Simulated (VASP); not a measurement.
Runs of VASP 6.6.1 on Pb. The structure is that of space group Im-3m (No. 229), or close to it. The cells are those of the table. 

| task | cell | k mesh | cutoff (eV) | gap on the mesh (eV) | pressure (GPa) |
| --- | --- | --- | --- | --- | --- |
| single point | a = 2.583 Å, angles 109.5°, 1 atom | 8 × 8 × 8 | 500 | none | 287.0 |
| single point | a = 3.382 Å, angles 109.5°, 1 atom | 10 × 10 × 10 | 500 | none | 0.2 |
| relaxation of cell and atoms | relaxed from a = 2.583 Å, angles 109.5°, 1 atom | 10 × 10 × 10 | 500 | none | 0.1 |
| single point | a = 3.386 Å, angles 109.5°, 1 atom | 16 × 16 × 16 | 520 | none | (a) |

Alike in all rows: level PBEsol; potentials or basis VASP PAW PBE potentials, release 64 (Pb_d); no spin polarisation; smearing gaussian 0.1 eV.

Fill in the values left out.

(a) 0.0.

Caveats: some runs use coarse meshes; the PAW data sets were made with another functional, which shifts forces and pressure a little; spin-orbit coupling is left out, which moves the levels of the heavy elements.

A k mesh can miss the band edges, and the runs leave out spin-orbit coupling on Pb.

A gap of «none» marks levels without a gap at the run's occupations.
